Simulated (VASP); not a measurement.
# TiSi31 (a cell with a defect) in VASP: further runs

TiSi31 (a cell with a defect) is run at these levels: PBEsol; tasks: single point.

Program: VASP 6.6.1. These are calculated values, not measurements. Logs are shortened: lines on timing, memory, paths and dates and some standing lists are left out, and cuts for length are marked.

## Step 1: The cell of the first run

The cell holds a defect, 32 atoms: a = 9.412 Å, b = 9.412 Å, c = 9.412 Å, α = 109.47°, β = 109.47°, γ = 109.47°.

## Step 2: Single point, PBEsol, collinear spin

INCAR reads:

```
PREC     = Accurate       # precision mode
ENCUT    = 520            # plane-wave cutoff, eV
EDIFF    = 1E-7           # SCF threshold, eV
ISMEAR   = 0              # smearing method
SIGMA    = 0.02           # smearing width, eV
LREAL    = Auto         
LASPH    = T              # aspherical terms in the spheres
NELM     = 150            # most SCF steps
ALGO     = Normal         # electronic algorithm
ISIF     = 2              # what is computed and relaxed
LWAVE    = F              # write WAVECAR
LCHARG   = F              # write CHGCAR
ISPIN    = 2              # spin polarisation
MAGMOM   = 3 0 0 0 0 0 0 0 0 0 0 0 0 0 0 0 0 0 0 0 0 0 0 0 0 0 0 0 0 0 0 0 # initial moments
LORBIT   = 11             # projections on sites
LMAXMIX  = 4              # l up to which the mixer works
GGA      = PS             # functional
NELECT   = 137.0        
NBANDS   = 94             # bands
KPAR     = 4
```

KPOINTS reads:

```
Automatic mesh
0
Gamma
  3 3 3
```

POSCAR reads:

```
TiSi31
1.0
   -5.4338341610      5.4338341610     -5.4338341610
    5.4338341610     -5.4338341610     -5.4338341610
   -5.4338341610     -5.4338341610      5.4338341610
Ti Si
1 31
Direct
    0.0003850762      0.4998319573      0.7498932927
    0.7480191986      0.4997786549      0.0016728152
    0.5003524776      0.4998803279      0.2499952108
    0.2519690949      0.2474834847      0.7498558760
    0.2518702480      0.4997812878      0.4977212934
    0.0002514359      0.2475969860      0.0015623266
    0.7484772498      0.2478969543      0.2459085181
    0.5003474164     -0.0003305404      0.7498102250
    0.4963626886      0.2480224939      0.4981440834
    0.2524832259      0.0037849768      0.0021132819
    0.0002999535     -0.0002529300      0.2498661572
    0.7481040217      0.7512140742      0.7498424205
    0.7486267003     -0.0040153008      0.4982742820
    0.5040259744      0.7518638577      0.0020166920
    0.2523762457      0.7517777073      0.2536161021
    0.0002747422      0.7514477609      0.4977534302
    0.2628444478      0.7625112800      0.0124734773
    0.0003068470      0.7511721172      0.2489032980
    0.7489136501      0.7474133533      0.4985676448
    0.4991495632      0.4997217714      0.0013266814
    0.4992835455      0.7510764754      0.7498842474
    0.2516811507      0.4996887806      0.2488509290
    0.0000745806      0.4996385958      0.4871533244
    0.7487993822      0.2483116065     -0.0025832321
    0.7377135338      0.4995174166      0.7499477210
    0.5013334296      0.2523165235      0.2509450974
    0.2478384798      0.2483801253      0.4984595577
    0.0001611494     -0.0013237182      0.0012043265
    0.0003716116      0.2372547667      0.7499351544
    0.7526884853      0.0006652799      0.2508993322
    0.5012024337      0.0006887520      0.5021882511
    0.2517927735     -0.0013302050      0.7498802178
```

Potentials or basis: VASP PAW PBE potentials, release 64 (Ti_sv, Si).

Launch:

```sh
$ cat potpaw_PBE.64/Ti_sv/POTCAR potpaw_PBE.64/Si/POTCAR > POTCAR
$ mpirun -np 4 vasp_std > vasp.out
```

OUTCAR:

```text
PREC = Accurate
   ENCUT = 520
   EDIFF = 1E-7
   ISMEAR = 0
   LREAL = Auto
   LASPH = T
   NELM = 150
   ISIF = 2
   ISPIN = 2
   LORBIT = 11
   GGA = PS
   NELECT = 137.0

 ion  position               nearest neighbor table
   1  0.000  0.500  0.750-  23 2.47  17 2.47  25 2.47  29 2.47
   2  0.748  0.500  0.002-  25 2.34  20 2.34  18 2.36  24 2.36
   3  0.500  0.500  0.250-  26 2.34  20 2.34  19 2.34  22 2.34
   4  0.252  0.247  0.750-  29 2.34  32 2.34  20 2.36  27 2.36
   5  0.252  0.500  0.498-  23 2.34  22 2.34  21 2.36  27 2.36
   6  0.000  0.248  0.002-  29 2.34  28 2.34  22 2.36  24 2.36
[... 24 lines left out ...]
  31  0.501  0.001  0.502-   8 2.34  15 2.34  13 2.36   9 2.36
  32  0.252  0.999  0.750-   8 2.34   4 2.34  16 2.36  10 2.36

  LATTYP: Found a body centered cubic cell.
 ALAT       =    10.8676683220

  Lattice vectors:

 A1 = (  -5.4338341610,   5.4338341610,  -5.4338341610)
 A2 = (   5.4338341610,  -5.4338341610,  -5.4338341610)
 A3 = (  -5.4338341610,  -5.4338341610,   5.4338341610)

Analysis of symmetry for initial positions (statically):
=====================================================================
 Subroutine PRICEL returns:
 Original cell was already a primitive cell.

 Routine SETGRP: Setting up the symmetry group for a
 body centered cubic supercell.

 Subroutine GETGRP returns: Found  1 space group operations
 (whereof  1 operations were pure point group operations)
 out of a pool of 48 trial point group operations.

The static configuration has the point symmetry C_1 .

Analysis of symmetry for dynamics (positions and initial velocities):
=====================================================================
 Subroutine PRICEL returns:
 Original cell was already a primitive cell.

 Routine SETGRP: Setting up the symmetry group for a
 body centered cubic supercell.

 Subroutine GETGRP returns: Found  1 space group operations
 (whereof  1 operations were pure point group operations)
 out of a pool of 48 trial point group operations.

The dynamic configuration has the point symmetry C_1 .

Analysis of structural, dynamic, and magnetic symmetry:
=====================================================================
 Subroutine PRICEL returns:
 Original cell was already a primitive cell.

 Routine SETGRP: Setting up the symmetry group for a
 body centered cubic supercell.

 Subroutine GETGRP returns: Found  1 space group operations
 (whereof  1 operations were pure point group operations)
 out of a pool of 48 trial point group operations.

The overall configuration has the point symmetry C_1 .

 Subroutine INISYM returns: Found  1 space group operations
 (whereof  1 operations are pure point group operations),
 and found     1 'primitive' translations

----------------------------------------------------------------------------------------

                                     Primitive cell

  volume of cell :     641.7696

  direct lattice vectors                    reciprocal lattice vectors
    -5.433834161  5.433834161 -5.433834161    -0.092016058  0.000000000 -0.092016058
     5.433834161 -5.433834161 -5.433834161     0.000000000 -0.092016058 -0.092016058
    -5.433834161 -5.433834161  5.433834161    -0.092016058 -0.092016058  0.000000000

  length of vectors
     9.411676847  9.411676847  9.411676847     0.130130357  0.130130357  0.130130357

  position of ions in fractional coordinates (direct lattice)
     0.000385076  0.499831957  0.749893293
     0.748019199  0.499778655  0.001672815
     0.500352478  0.499880328  0.249995211
     0.251969095  0.247483485  0.749855876
     0.251870248  0.499781288  0.497721293
     0.000251436  0.247596986  0.001562327
[... 24 lines left out ...]
     0.501202434  0.000688752  0.502188251
     0.251792774  0.998669795  0.749880218

  ion indices of the primitive-cell ions
   primitive index   ion index
                 1           1
                 2           2
                 3           3
[... 65 lines left out ...]
  0.333333  0.333333  0.000000      2.000000
  0.000000  0.333333  0.333333      2.000000
  0.333333  0.000000  0.333333      2.000000
 -0.333333 -0.333333 -0.333333      2.000000
 -0.333333  0.333333  0.333333      2.000000
  0.333333 -0.333333  0.333333      2.000000
  0.333333  0.333333 -0.333333      2.000000
   k-points           NKPTS =     14   k-points in BZ     NKDIM =     14   number of bands    NBANDS=     94
   number of dos      NEDOS =    301   number of ions     NIONS =     32
   total plane-waves  NPLWV = 343000
   dimension x,y,z NGX =    70 NGY =   70 NGZ =   70
   dimension x,y,z NGXF=   140 NGYF=  140 NGZF=  140
   ions per type =               1  31
   NGX,Y,Z   is equivalent  to a cutoff of  12.36, 12.36, 12.36 a.u.
   NGXF,Y,Z  is equivalent  to a cutoff of  24.73, 24.73, 24.73 a.u.
 SYSTEM =  unknown system
   PREC   = accura    normal or accurate (medium, high low for compatibility)
   ISTART =      0    job   : 0-new  1-cont  2-samecut
   ICHARG =      2    charge: 1-file 2-atom 10-const
   ISPIN  =      2    spin polarized calculation?
   LNONCOLLINEAR =      F non collinear calculations
   LSORBIT =      F    spin-orbit coupling
   LASPH  =      T    aspherical Exc in radial PAW
   ENCUT  =  520.0 eV  38.22 Ry    6.18 a.u.  17.50 17.50 17.50*2*pi/ulx,y,z
   NELM   =    150;   NELMIN=  2; NELMDL= -5     # of ELM steps
   EDIFF  = 0.1E-06   stopping-criterion for ELM
   LREAL  =      T    real-space projection
   EDIFFG = 0.1E-05   stopping-criterion for IOM
   NSW    =      0    number of steps for IOM
   IBRION =     -1    ionic relax: 0-MD 1-quasi-New 2-CG
   NFREE  =      0    steps in history (QN), initial steepest desc. (CG)
   ISIF   =      2    stress and relaxation
   ISYM   =      2    0-nonsym 1-usesym 2-fastsym
   POTIM  = 0.5000    time-step for ionic-motion
   TEBEG  =    0.0;   TEEND  =   0.0 temperature during run
   PSTRESS=    0.0 pullay stress
   NELECT =     137.0000    total number of electrons
   NUPDOWN=      -1.0000    fix difference up-down
   EMIN   =  10.00;   EMAX   =-10.00  energy-range for DOS
   EFERMI =   0.00;   METHOD = LEGACY
   ISMEAR =     0;   SIGMA  =   0.02  broadening in eV -4-tet -1-fermi 0-gaus
   EFERMI_NEDOS =   21; number of points for ismear=-14 and -15
   IALGO  =     38    algorithm
   IMIX   =      4    mixing-type and parameters
     AMIX     =   0.40;   BMIX     =  1.00
     AMIX_MAG =   1.60;   BMIX_MAG =  1.00
  volume/ion in A,a.u.               =      20.06       135.34
  Fermi-wavevector in a.u.,A,eV,Ry     =   0.978412  1.848931 13.024734  0.957291
  Thomas-Fermi vector in A             =   2.109186
   LORBIT       =     11    0 simple, 1 ext, 2 COOP (PROOUT), +10 PAW based schemes
   GGA     = PS    functional components
   LHFCALC =     F    Hartree Fock is set to
   AEXX    =    0.0000 exact exchange contribution
   IVDW    =     0    specifies the selected vdW correction
   LEPSILON=     F    determine dielectric tensor
   LRPA    =     F    only Hartree local field effects (RPA)
 spin polarized calculation
 Gauss-broadening in eV      SIGMA  =   0.02
  energy-cutoff  :      520.00
  volume of cell :      641.77
 maximum number of plane-waves:     17357
 NGX is ok and might be reduce to    70
   NGX = 35   NGY = 35   NGZ = 35

 number of electron     136.9999995 magnetization       0.8518973

 Free energy of the ion-electron system (eV)
  ---------------------------------------------------
  ext. energy  EPLUGINS =         0.00000000
  ---------------------------------------------------
  free energy    TOTEN  =      -177.94400007 eV

  energy without entropy =     -177.94086203  energy(sigma->0) =     -177.94243105

 E-fermi :   6.3082     XC(G=0):  -9.6149

 val. band max:        6.2697135898   @ k =  -0.3333   0.3333   0.3333
 cond. band min:       6.3129839923   @ k =   0.3333  -0.3333   0.0000
 fundamental gap:      0.0432704025
 Fermi energy:         6.3081812071

 spin component 1

 k-point     1 :       0.0000    0.0000    0.0000
  band No.  band energies     occupation
      1     -50.6336      1.00000
      2     -27.0282      1.00000
      3     -27.0275      1.00000
      4     -27.0271      1.00000
      5      -6.1949      1.00000
      6      -4.2719      1.00000
[... 1151 lines left out ...]
     79       7.5924      0.00000
     80       7.7726      0.00000
 Fermi energy:         6.3081812071

 spin component 2

 k-point     1 :       0.0000    0.0000    0.0000
  band No.  band energies     occupation
      1     -50.2484      1.00000
      2     -26.6396      1.00000
      3     -26.6389      1.00000
      4     -26.6373      1.00000
      5      -6.1843      1.00000
      6      -4.2648      1.00000
[... 1151 lines left out ...]
     79       7.6104      0.00000
     80       7.8378      0.00000
 [bands above 80 left out]

------------------------ aborting loop because EDIFF is reached ----------------------------------------

  FORCE on cell =-STRESS in cart. coord.  units (eV):
  Direction    XX          YY          ZZ          XY          YZ          ZX
  --------------------------------------------------------------------------------------
  -------------------------------------------------------------------------------------
  Total       14.5516342     14.5682076     14.5706017      0.0239848     -0.0097966     -0.0114898
  in kB       36.3281449     36.3695202     36.3754973      0.0598781     -0.0244572     -0.0286842
  external PRESSURE =      36.3577208 kB  Pullay stress =       0.0000000 kB

 VOLUME and BASIS-vectors are now :
 -----------------------------------------------------------------------------
  energy-cutoff  :      520.00
  volume of cell :      641.77
      direct lattice vectors                 reciprocal lattice vectors
    -5.433834161  5.433834161 -5.433834161    -0.092016058  0.000000000 -0.092016058
     5.433834161 -5.433834161 -5.433834161     0.000000000 -0.092016058 -0.092016058
    -5.433834161 -5.433834161  5.433834161    -0.092016058 -0.092016058  0.000000000

 POSITION                                       TOTAL-FORCE (eV/Angst)
 -----------------------------------------------------------------------------------
     -1.36088     -6.78871      1.35670         0.001987     -0.002782      0.004376
     -1.35799      1.33981     -6.77124        -0.001746      0.004728     -0.002807
     -1.36100     -1.35587     -4.07667         0.001574     -0.000767      0.001958
     -4.09897     -4.05022      1.36065         0.002790     -0.002273     -0.001461
     -1.35743     -4.05164     -1.37981        -0.002175     -0.001132      0.003415
      1.33555     -1.35252     -1.33828         0.003998      0.001038     -0.000953
[... 24 lines left out ...]
     -5.44852     -0.00910      0.00161        -0.000712      0.000005      0.000033
     -0.01632     -8.13313     -2.72008        -0.000702     -0.000947      0.001989
 -----------------------------------------------------------------------------------
    total drift:                                0.016223      0.003266     -0.006009

  FREE ENERGIE OF THE ION-ELECTRON SYSTEM (eV)
  ---------------------------------------------------
  free  energy   TOTEN  =      -177.9440000694 eV

  energy  without entropy=     -177.9408620325  energy(sigma->0) =     -177.94243105

 total charge

# of ion       s       p       d       tot
------------------------------------------
    1        2.243   6.104   1.978  10.325
    2        0.757   0.938   0.000   1.695
    3        0.756   0.955   0.000   1.711
    4        0.757   0.938   0.000   1.694
    5        0.757   0.938   0.000   1.694
    6        0.757   0.938   0.000   1.694
[... 24 lines left out ...]
   31        0.756   0.943   0.000   1.699
   32        0.756   0.943   0.000   1.699
--------------------------------------------------
tot         25.748  35.439   1.978  63.164

 magnetization (x)

# of ion       s       p       d       tot
------------------------------------------
    1        0.006   0.003   0.397   0.407
    2        0.002   0.001   0.000   0.003
    3        0.000  -0.001   0.000  -0.001
    4        0.002   0.001   0.000   0.003
    5        0.002   0.001   0.000   0.003
    6        0.002   0.001   0.000   0.003
[... 24 lines left out ...]
   31        0.001   0.001   0.000   0.002
   32        0.001   0.001   0.000   0.002
--------------------------------------------------
tot          0.036   0.012   0.397   0.444
```

Wall time 9.8 min (4 MPI ranks of Intel Xeon 6975P-C (Granite Rapids), shared host); peak memory 1.6 GiB.

What came out:

```
Free energy                                           : -177.9440 eV
Largest force                                         : 0.006 eV/Å
Net moment                                            : 0.85 μB per cell
Site moments                                          : Ti +0.41; Si +0.00, -0.00, -0.01 (each value once) μB
Valence electrons inside the program's atomic spheres : Ti 10.32; Si 1.70, 1.71, 1.69, 1.75 (each value once)
```

Forces in eV/Å, atoms in the order of the input:
```
Ti   0.002 -0.003  0.004
Si  -0.002  0.005 -0.003
Si   0.002 -0.001  0.002
Si   0.003 -0.002 -0.001
Si  -0.002 -0.001  0.003
Si   0.004  0.001 -0.001
Si  -0.003 -0.004  0.002
Si   0.002 -0.003  0.003
Si  -0.003  0.000 -0.002
Si   0.002  0.003  0.002
Si   0.001 -0.002  0.002
Si  -0.003  0.002  0.003
Si   0.000 -0.001 -0.002
Si  -0.001  0.000  0.001
Si   0.003 -0.002 -0.002
Si  -0.002  0.000  0.001
Si  -0.002  0.003  0.002
Si   0.002  0.000 -0.002
Si   0.000  0.001 -0.001
Si   0.003  0.001  0.000
Si   0.001  0.000 -0.002
Si   0.000 -0.001  0.000
Si  -0.002  0.000 -0.002
Si   0.001  0.002 -0.003
Si   0.002 -0.001 -0.005
Si  -0.004  0.003  0.001
Si   0.000 -0.001  0.002
Si  -0.003  0.000 -0.002
Si   0.001  0.000  0.000
Si   0.001  0.001 -0.001
Si  -0.001  0.000  0.000
Si  -0.001 -0.001  0.002
```

Caveat: the cell carries a net charge on a neutralising background, which shifts energy and pressure; the cell is charged against a uniform background, so pressure and absolute levels hang on convention; the PAW data sets were made with another functional, which shifts forces and pressure a little.

## Step 3: Single point, PBEsol, collinear spin

INCAR reads:

```
SYSTEM = TiSi31
PREC = Accurate
ENCUT = 520
EDIFF = 1E-6
ISMEAR = 0
SIGMA = 0.02
LREAL = Auto
LASPH = .TRUE.
NELM = 150
ALGO = Normal
ISIF = 2
LWAVE = .FALSE.
LCHARG = .FALSE.
ISPIN = 2
MAGMOM = 2 0 0 0 0 0 0 0 0 0 0 0 0 0 0 0 0 0 0 0 0 0 0 0 0 0 0 0 0 0 0 0
LORBIT = 11
LMAXMIX = 4
GGA = PS
NBANDS = 94
KPAR = 4
```

KPOINTS reads:

```
regular mesh
0
G
  3 3 3
  0 0 0
```

POSCAR reads:

```
TiSi31
1.0
   -5.4338341610      5.4338341610     -5.4338341610
    5.4338341610     -5.4338341610     -5.4338341610
   -5.4338341610     -5.4338341610      5.4338341610
Ti Si
1 31
Direct
    0.0010297306      0.5004159142      0.7500951260
    0.7488180544      0.4999411843      0.0028925411
    0.5005365762      0.5003816584      0.2503737472
    0.2528178807      0.2482324000      0.7498018071
    0.2524885017      0.4999328010      0.4987568796
    0.0000871896      0.2485931609      0.0024556310
    0.7471971909      0.2466180618      0.2455832516
    0.5005045267     -0.0004441831      0.7496378552
    0.4962451052      0.2470678432      0.4970929116
    0.2515759045      0.0043317955      0.0014142680
    0.0003524595     -0.0001465934      0.2498759862
    0.7489975887      0.7516008382      0.7497483536
    0.7476841035     -0.0036374298      0.4975786914
    0.5037404532      0.7509038032      0.0010132245
    0.2512312628      0.7506247791      0.2534642176
    0.0001088701      0.7524500146      0.4987131881
    0.2642245943      0.7643971492      0.0140999049
    0.0003200825      0.7512662451      0.2494499222
    0.7490325126      0.7483488872      0.4989014417
    0.4993131106      0.4996991159      0.0013542415
    0.4998027333      0.7509357451      0.7498741900
    0.2515454067      0.4995681513      0.2493771866
   -0.0004736548      0.4995071181      0.4855753068
    0.7486248269      0.2483887894     -0.0022296950
    0.7366372265      0.4990366443      0.7500459572
    0.5009476192      0.2522597144      0.2505843257
    0.2482727622      0.2486498164      0.4985323339
   -0.0001711238     -0.0009802003      0.0009710116
    0.0003987637      0.2363403648      0.7500597909
    0.7521477228      0.0000383152      0.2504979403
    0.5004779575      0.0001346214      0.5014651864
    0.2519308413     -0.0010221613      0.7499294567
```

Potentials or basis: VASP PAW PBE potentials, release 64 (Ti_sv, Si).

Launch:

```sh
$ cat potpaw_PBE.64/Ti_sv/POTCAR potpaw_PBE.64/Si/POTCAR > POTCAR
$ mpirun -np 4 vasp_std > vasp.out
```

It took 10 min on 4 MPI ranks of Intel Xeon 6975P-C (Granite Rapids), shared host; peak memory 1.6 GiB.

The run converged. Its results:

* Free energy: -184.1430 eV
* Pressure: 1.3 GPa
* Largest force: 0.033 eV/Å
* Band gap on the k mesh: 0.35 eV
* Net moment: 0.00 μB per cell
* Valence electrons inside the program's atomic spheres: Ti 10.27; Si 1.69, 1.70, 1.74 (each value once)

Forces in eV/Å, atoms in the order of the input:
```
Ti   0.000 -0.006  0.017
Si   0.009  0.008 -0.003
Si   0.008  0.008  0.006
Si   0.003 -0.001  0.003
Si   0.000  0.004  0.000
Si  -0.001  0.009  0.007
Si  -0.006 -0.006 -0.003
Si   0.005 -0.012  0.011
Si   0.002 -0.009  0.002
Si   0.001  0.010  0.006
Si   0.003 -0.005  0.003
Si  -0.001 -0.009  0.005
Si  -0.003  0.006  0.001
Si  -0.010 -0.003 -0.004
Si  -0.005 -0.007 -0.003
Si  -0.006  0.003 -0.007
Si  -0.014 -0.012 -0.018
Si  -0.004  0.008  0.006
Si  -0.012 -0.002 -0.005
Si   0.018  0.008 -0.012
Si  -0.005  0.003  0.008
Si   0.014 -0.010  0.003
Si   0.015  0.021 -0.021
Si  -0.013 -0.004 -0.015
Si   0.019 -0.020  0.007
Si  -0.023  0.011  0.011
Si  -0.012 -0.009  0.000
Si   0.002  0.007 -0.011
Si  -0.021  0.020  0.010
Si   0.014 -0.009  0.000
Si   0.008  0.008 -0.013
Si   0.014 -0.010  0.011
```

Levels at points of the mesh, in eV from the valence-band top:
Spin up:
| k point | band 65 | band 66 | band 67 | band 68 | band 69 | band 70 | band 71 | band 72 |
| --- | --- | --- | --- | --- | --- | --- | --- | --- |
| (0.00, 0.00, 0.00) | -0.66 | 0.00 | 0.00 | 0.00 | 0.35 | 0.35 | 0.95 | 0.95 |
Spin down:
| k point | band 66 | band 67 | band 68 | band 69 | band 70 | band 71 |
| --- | --- | --- | --- | --- | --- | --- |
| (0.00, 0.00, 0.00) | 0.00 | 0.00 | 0.00 | 0.35 | 0.35 | 0.95 |

Caveat: the PAW data sets were made with another functional, which shifts forces and pressure a little.

[end of part 1 of 2]
